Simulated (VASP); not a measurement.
# Ti2Co (Fd-3m) in VASP: single point with PBEsol

Aim: the single point of Ti2Co with PBEsol.

All numbers are computed with VASP 6.6.1; they aren't measurements. Logs are shortened: lines on timing, memory, paths and dates and some standing lists are left out, and cuts for length are marked.

### Step 1. The cell of the first run

It takes space group Fd-3m (No. 227, cubic). Conventional cell: a = 6.979 Å, b = 6.979 Å, c = 6.979 Å, α = 90.00°, β = 90.00°, γ = 90.00°. Co (site symmetry -43m) has 12 Ti at 2.89 Å and 4 Co at 3.02 Å within 3.8 Å. Within 3.3 Å of Ti (site symmetry -3m) lie 6 Ti at 2.47 Å and 6 Co at 2.89 Å.

### Step 2. Single point, PBEsol, collinear spin, ferromagnetic start

File INCAR:

```
SYSTEM = Ti2Co
PREC = Accurate
ENCUT = 520
EDIFF = 1E-6
ISMEAR = -1
SIGMA = 0.05
LREAL = .False.
LASPH = .True.
NELM = 150
ALGO = Normal
ISIF = 2
LWAVE = .False.
LCHARG = .True.
ISPIN = 2
MAGMOM = 2 2 1 1 1 1
LORBIT = 11
LMAXMIX = 4
GGA = PS
LELF = .True.
LVHAR = .True.
NBANDS = 46
```

File KPOINTS:

```
regular mesh
0
Gamma
  7 7 7
  0 0 0
```

File POSCAR:

```
Ti2Co
1.0
    0.0000000000      3.4896909946      3.4896909946
    3.4896909946      0.0000000000      3.4896909946
    3.4896909946      3.4896909946      0.0000000000
Co Ti
2 4
Direct
    0.7500000000      0.7500000000      0.7500000000
    0.5000000000      0.5000000000      0.5000000000
    0.1250000000      0.6250000000      0.1250000000
    0.1250000000      0.1250000000      0.6250000000
    0.6250000000      0.1250000000      0.1250000000
    0.1250000000      0.1250000000      0.1250000000
```

Potentials or basis: VASP PAW PBE potentials, release 64 (Co, Ti_sv).

Command:

```sh
$ cat potpaw_PBE.64/Co/POTCAR potpaw_PBE.64/Ti_sv/POTCAR > POTCAR
$ mpirun -np 1 vasp_std > vasp.out
```

OUTCAR:

```text
SYSTEM = Ti2Co
   PREC = Accurate
   ENCUT = 520
   EDIFF = 1E-6
   ISMEAR = -1
   LREAL = .False.
   LASPH = .True.
   NELM = 150
   ISIF = 2
   ISPIN = 2
   LORBIT = 11
   GGA = PS

 ion  position               nearest neighbor table
   1  0.750  0.750  0.750-   3 2.89   4 2.89   5 2.89   3 2.89   5 2.89   6 2.89   4 2.89   5 2.89
                             6 2.89   3 2.89   4 2.89   6 2.89   2 3.02   2 3.02   2 3.02   2 3.02
   2  0.500  0.500  0.500-   3 2.89   4 2.89   6 2.89   4 2.89   5 2.89   6 2.89   3 2.89   5 2.89
                             6 2.89   3 2.89   4 2.89   5 2.89   1 3.02   1 3.02   1 3.02   1 3.02
   3  0.125  0.625  0.125-   6 2.47   4 2.47   4 2.47   5 2.47   6 2.47   5 2.47   1 2.89   1 2.89
                             2 2.89   1 2.89   2 2.89   2 2.89
   4  0.125  0.125  0.625-   6 2.47   3 2.47   5 2.47   6 2.47   3 2.47   5 2.47   1 2.89   2 2.89
                             2 2.89   1 2.89   2 2.89   1 2.89
   5  0.625  0.125  0.125-   6 2.47   4 2.47   3 2.47   3 2.47   4 2.47   6 2.47   1 2.89   2 2.89
                             1 2.89   2 2.89   1 2.89   2 2.89
   6  0.125  0.125  0.125-   3 2.47   4 2.47   5 2.47   4 2.47   3 2.47   5 2.47   2 2.89   1 2.89
                             2 2.89   1 2.89   2 2.89   1 2.89

  LATTYP: Found a face centered cubic cell.
 ALAT       =     6.9793819892

  Lattice vectors:

 A1 = (   0.0000000000,   3.4896909946,   3.4896909946)
 A2 = (   3.4896909946,   0.0000000000,   3.4896909946)
 A3 = (   3.4896909946,   3.4896909946,   0.0000000000)

Analysis of symmetry for initial positions (statically):
=====================================================================
 Subroutine PRICEL returns:
 Original cell was already a primitive cell.

 Routine SETGRP: Setting up the symmetry group for a
 face centered cubic supercell.

 Subroutine GETGRP returns: Found 48 space group operations
 (whereof 24 operations were pure point group operations)
 out of a pool of 48 trial point group operations.

The static configuration has the point symmetry T_d .
 The point group associated with its full space group is O_h .

Analysis of symmetry for dynamics (positions and initial velocities):
=====================================================================
 Subroutine PRICEL returns:
 Original cell was already a primitive cell.

 Routine SETGRP: Setting up the symmetry group for a
 face centered cubic supercell.

 Subroutine GETGRP returns: Found 48 space group operations
 (whereof 24 operations were pure point group operations)
 out of a pool of 48 trial point group operations.

The dynamic configuration has the point symmetry T_d .
 The point group associated with its full space group is O_h .

Analysis of structural, dynamic, and magnetic symmetry:
=====================================================================
 Subroutine PRICEL returns:
 Original cell was already a primitive cell.

 Routine SETGRP: Setting up the symmetry group for a
 face centered cubic supercell.

 Subroutine GETGRP returns: Found 48 space group operations
 (whereof 24 operations were pure point group operations)
 out of a pool of 48 trial point group operations.

The overall configuration has the point symmetry T_d .
 The point group associated with its full space group is O_h .

 Subroutine INISYM returns: Found 48 space group operations
 (whereof 24 operations are pure point group operations),
 and found     1 'primitive' translations

----------------------------------------------------------------------------------------

                                     Primitive cell

  volume of cell :      84.9945

  direct lattice vectors                    reciprocal lattice vectors
     0.000000000  3.489690995  3.489690995    -0.143279162  0.143279162  0.143279162
     3.489690995  0.000000000  3.489690995     0.143279162 -0.143279162  0.143279162
     3.489690995  3.489690995  0.000000000     0.143279162  0.143279162 -0.143279162

  length of vectors
     4.935168333  4.935168333  4.935168333     0.248166788  0.248166788  0.248166788

  position of ions in fractional coordinates (direct lattice)
     0.750000000  0.750000000  0.750000000
     0.500000000  0.500000000  0.500000000
     0.125000000  0.625000000  0.125000000
     0.125000000  0.125000000  0.625000000
[... 59 lines left out ...]
 -0.285714  0.428571  0.142857     24.000000
   k-points           NKPTS =     20   k-points in BZ     NKDIM =     20   number of bands    NBANDS=     46
   number of dos      NEDOS =    301   number of ions     NIONS =      6
   total plane-waves  NPLWV =  64000
   dimension x,y,z NGX =    40 NGY =   40 NGZ =   40
   dimension x,y,z NGXF=    80 NGYF=   80 NGZF=   80
   ions per type =               2   4
   NGX,Y,Z   is equivalent  to a cutoff of  13.47, 13.47, 13.47 a.u.
   NGXF,Y,Z  is equivalent  to a cutoff of  26.95, 26.95, 26.95 a.u.
 SYSTEM =  Ti2Co
   PREC   = accura    normal or accurate (medium, high low for compatibility)
   ISTART =      0    job   : 0-new  1-cont  2-samecut
   ICHARG =      2    charge: 1-file 2-atom 10-const
   ISPIN  =      2    spin polarized calculation?
   LNONCOLLINEAR =      F non collinear calculations
   LSORBIT =      F    spin-orbit coupling
   LASPH  =      T    aspherical Exc in radial PAW
   ENCUT  =  520.0 eV  38.22 Ry    6.18 a.u.   9.18  9.18  9.18*2*pi/ulx,y,z
   NELM   =    150;   NELMIN=  2; NELMDL= -5     # of ELM steps
   EDIFF  = 0.1E-05   stopping-criterion for ELM
   LREAL  =      F    real-space projection
   EDIFFG = 0.1E-04   stopping-criterion for IOM
   NSW    =      0    number of steps for IOM
   IBRION =     -1    ionic relax: 0-MD 1-quasi-New 2-CG
   NFREE  =      0    steps in history (QN), initial steepest desc. (CG)
   ISIF   =      2    stress and relaxation
   ISYM   =      2    0-nonsym 1-usesym 2-fastsym
   POTIM  = 0.5000    time-step for ionic-motion
   TEBEG  =    0.0;   TEEND  =   0.0 temperature during run
   PSTRESS=    0.0 pullay stress
   NELECT =      66.0000    total number of electrons
   NUPDOWN=      -1.0000    fix difference up-down
   EMIN   =  10.00;   EMAX   =-10.00  energy-range for DOS
   EFERMI =   0.00;   METHOD = LEGACY
   ISMEAR =    -1;   SIGMA  =   0.05  broadening in eV -4-tet -1-fermi 0-gaus
   EFERMI_NEDOS =   21; number of points for ismear=-14 and -15
   IALGO  =     38    algorithm
   IMIX   =      4    mixing-type and parameters
     AMIX     =   0.40;   BMIX     =  1.00
     AMIX_MAG =   1.60;   BMIX_MAG =  1.00
  volume/ion in A,a.u.               =      14.17        95.60
  Fermi-wavevector in a.u.,A,eV,Ry     =   1.504732  2.843531 30.806564  2.264219
  Thomas-Fermi vector in A             =   2.615673
   LORBIT       =     11    0 simple, 1 ext, 2 COOP (PROOUT), +10 PAW based schemes
   GGA     = PS    functional components
   LHFCALC =     F    Hartree Fock is set to
   AEXX    =    0.0000 exact exchange contribution
   IVDW    =     0    specifies the selected vdW correction
   LEPSILON=     F    determine dielectric tensor
   LRPA    =     F    only Hartree local field effects (RPA)
 spin polarized calculation
  energy-cutoff  :      520.00
  volume of cell :       84.99
 maximum number of plane-waves:      2302
 NGX is ok and might be reduce to    40
   NGX = 19   NGY = 19   NGZ = 19

 number of electron      65.9999977 magnetization       1.7847709

 Free energy of the ion-electron system (eV)
  ---------------------------------------------------
  ext. energy  EPLUGINS =         0.00000000
  ---------------------------------------------------
  free energy    TOTEN  =       -46.26948946 eV

  energy without entropy =      -46.18511222  energy(sigma->0) =      -46.22730084

 E-fermi :   8.8117     XC(G=0): -12.4219

 val. band max:        8.8057739612   @ k =  -0.4286   0.2857   0.0000
 cond. band min:       8.8314422588   @ k =  -0.2857   0.4286   0.1429
 fundamental gap:      0.0256682976
 Fermi energy:         8.8117410302

 spin component 1

 k-point     1 :       0.0000    0.0000    0.0000
  band No.  band energies     occupation
      1     -47.3255      1.00000
      2     -46.8254      1.00000
      3     -46.8254      1.00000
      4     -46.8254      1.00000
      5     -25.0600      1.00000
      6     -23.9767      1.00000
[... 949 lines left out ...]
     44      11.5560      0.00000
     45      12.2633      0.00000
 Fermi energy:         8.8117410302

 spin component 2

 k-point     1 :       0.0000    0.0000    0.0000
  band No.  band energies     occupation
      1     -47.3196      1.00000
      2     -46.8214      1.00000
      3     -46.8214      1.00000
      4     -46.8214      1.00000
      5     -25.0065      1.00000
      6     -23.9777      1.00000
[... 949 lines left out ...]
     44      11.6113      0.00000
     45      12.3255      0.00000
 [bands above 45 left out]

------------------------ aborting loop because EDIFF is reached ----------------------------------------

  FORCE on cell =-STRESS in cart. coord.  units (eV):
  Direction    XX          YY          ZZ          XY          YZ          ZX
  --------------------------------------------------------------------------------------
  -------------------------------------------------------------------------------------
  Total        0.0083437      0.0083437      0.0083437      0.0000000      0.0000000      0.0000000
  in kB        0.1572820      0.1572820      0.1572820      0.0000000      0.0000000      0.0000000
  external PRESSURE =       0.1572820 kB  Pullay stress =       0.0000000 kB

 VOLUME and BASIS-vectors are now :
 -----------------------------------------------------------------------------
  energy-cutoff  :      520.00
  volume of cell :       84.99
      direct lattice vectors                 reciprocal lattice vectors
     0.000000000  3.489690995  3.489690995    -0.143279162  0.143279162  0.143279162
     3.489690995  0.000000000  3.489690995     0.143279162 -0.143279162  0.143279162
     3.489690995  3.489690995  0.000000000     0.143279162  0.143279162 -0.143279162

 POSITION                                       TOTAL-FORCE (eV/Angst)
 -----------------------------------------------------------------------------------
      5.23454      5.23454      5.23454         0.000000      0.000000      0.000000
      3.48969      3.48969      3.48969        -0.000000     -0.000000     -0.000000
      2.61727      0.87242      2.61727         0.000000      0.000000     -0.000000
      2.61727      2.61727      0.87242         0.000000      0.000000     -0.000000
      0.87242      2.61727      2.61727         0.000000      0.000000     -0.000000
      0.87242      0.87242      0.87242         0.000000      0.000000     -0.000000
 -----------------------------------------------------------------------------------
    total drift:                                0.000000     -0.000000      0.000000

  FREE ENERGIE OF THE ION-ELECTRON SYSTEM (eV)
  ---------------------------------------------------
  free  energy   TOTEN  =       -46.2694894607 eV

  energy  without entropy=      -46.1851122240  energy(sigma->0) =      -46.22730084

 total charge

# of ion       s       p       d       tot
------------------------------------------
    1        0.418   0.391   7.157   7.966
    2        0.418   0.391   7.157   7.966
    3        2.287   6.128   2.195  10.609
    4        2.287   6.128   2.195  10.609
    5        2.287   6.128   2.195  10.609
    6        2.287   6.128   2.195  10.609
--------------------------------------------------
tot          9.982  25.296  23.092  58.369

 magnetization (x)

# of ion       s       p       d       tot
------------------------------------------
    1        0.007  -0.009   0.990   0.987
    2        0.007  -0.009   0.990   0.987
    3       -0.001  -0.010   0.011  -0.001
    4       -0.001  -0.010   0.011  -0.001
    5       -0.001  -0.010   0.011  -0.001
    6       -0.001  -0.010   0.011  -0.001
--------------------------------------------------
tot          0.008  -0.060   2.022   1.971
```

It took 4.7 min on 1 thread of Intel Xeon Platinum 8488C (Sapphire Rapids), shared host; peak memory 0.34 GiB.

Results:

```
Free energy                                           : -46.2695 eV
Pressure                                              : 0.0 GPa
Net moment                                            : 1.78 μB per cell
Site moments                                          : Co +0.99; Ti -0.00 μB
Valence electrons inside the program's atomic spheres : Co 7.97; Ti 10.61
```

Caveat: the PAW data sets were made with another functional, which shifts forces and pressure a little.
